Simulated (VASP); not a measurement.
Crystal: As.

```
CELL_PARAMETERS angstrom
2.70812 0.00000 0.00000
0.00000 2.70812 0.00000
0.00000 0.00000 2.70812
ATOMIC_POSITIONS crystal
As 0.00000 0.00000 0.00000
```

Program: VASP 6.6.1. Alike in all runs: task single point; level r2SCAN; potentials or basis VASP PAW PBE potentials, release 64 (As); no spin polarisation; cell as given; smearing fermi-dirac 0.1 eV. Hardware: 1 thread of Intel Xeon 8259CL, with other jobs on the host.

Q: Order these runs on this cell by their wall time, lowest first.
A. k mesh 6 × 6 × 6; cutoff (eV) 550
B. k mesh 19 × 19 × 19; cutoff (eV) 520
C. k mesh 13 × 13 × 13; cutoff (eV) 520

A: A (29 s), C (58 s), B (130 s).

Caveats: some runs use coarse meshes.
